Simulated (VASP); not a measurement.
Set up this calculation in VASP 6.6.1, as the native input.

```yaml
Task: relaxation of shape and atoms at fixed volume
Functional: LDA
Potentials_or_basis: VASP PAW LDA potentials, release 64 (Si, O)
Cutoff: 600 eV
k_mesh: 8 × 8 × 8
Occupations: gaussian, width 0.02 eV
Spin: no spin polarisation
Dipole_correction: no
Further_INCAR_settings: ALGO = Normal; EDIFF = 1e-06; IBRION = 2; EDIFFG = -0.01; NSW = 50; ISIF = 4
```

The structure of SiO2 lies in POSCAR:

```
SiO2
1.0
   -2.4044339074      2.4044339074      3.5924721831
    2.4044339074     -2.4044339074      3.5924721831
    2.4044339074      2.4044339074     -3.5924721831
Si O
2 4
Direct
    0.0000000000      0.0000000000      0.0000000000
    0.7500000000      0.2500000000      0.5000000000
    0.9848663545      0.6250000000      0.8598663545
    0.3750000000      0.2348663545      0.3598663545
    0.7651336455      0.1250000000      0.1401336455
    0.8750000000      0.0151336455      0.6401336455
```

This cell differs from its parent crystal: volume scaled by 0.94.

These files were run (other wordings do the same):

INCAR

```
PREC = Accurate ; ENCUT = 600
EDIFF = 1E-6 ; ISMEAR = 0
SIGMA = 0.02 ; LREAL = F
LASPH = T ; NELM = 100
ALGO = Normal ; ISIF = 4
LWAVE = F ; LCHARG = F
GGA = CA ; IBRION = 2
NSW = 50 ; EDIFFG = -0.01
```

KPOINTS

```
Automatic mesh
0
Gamma
  8 8 8
```

Potentials or basis: VASP PAW LDA potentials, release 64 (Si, O).

Launch:

```bash
$ cat potpaw_LDA.64/Si/POTCAR potpaw_LDA.64/O/POTCAR > POTCAR
$ mpirun -np 1 vasp_std > vasp.out
```

Results of the run:

- Energy gained by relaxing: 8.1 meV/atom
- Ionic steps: 6
- Pressure after relaxing: 1.3 GPa
- Band gap on the k mesh: 5.98 eV, direct

Run time: 6.1 min on 1 thread of Intel(R) Xeon(R) Platinum 8488C (Sapphire Rapids), with other jobs on the host, peak memory 0.25 GiB.
